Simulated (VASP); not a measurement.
Input of a VASP 6.6.1 run:

The input INCAR:

```
SYSTEM = Li3SeCl
PREC = Accurate
ENCUT = 520
EDIFF = 1E-6
ISMEAR = 1
SIGMA = 0.01
LREAL = .False.
LASPH = .True.
NELM = 100
ALGO = Normal
ISIF = 2
LWAVE = .False.
LCHARG = .False.
NBANDS = 19
```

Contents of KPOINTS:

```
regular mesh
0
Gamma
  4 4 4
  0 0 0
```

File POSCAR:

```
Li3SeCl
1.0
    4.6685000563      0.0000000000      0.0000000000
    0.0000000000      4.6685000563      0.0000000000
    0.0000000000      0.0000000000      4.6685000563
Cl Se Li
1 1 3
Direct
    0.0000000000      0.0000000000      0.0000000000
    0.5000000000      0.5000000000      0.5000000000
    0.5000000000      0.5000000000      0.0000000000
    0.0000000000      0.5000000000      0.5000000000
    0.5000000000      0.0000000000      0.5000000000
```

Potentials or basis: VASP PAW LDA potentials, release 64 (Cl, Se, Li_sv).

Run with:

```console
$ cat potpaw_LDA.64/Cl/POTCAR potpaw_LDA.64/Se/POTCAR potpaw_LDA.64/Li_sv/POTCAR > POTCAR
$ mpirun -np 1 vasp_std > vasp.out
```

Q: What does it give for the band gap on the k mesh?

A: 3.59 eV (least direct gap 3.63 eV).

 A k mesh can miss the band edges.
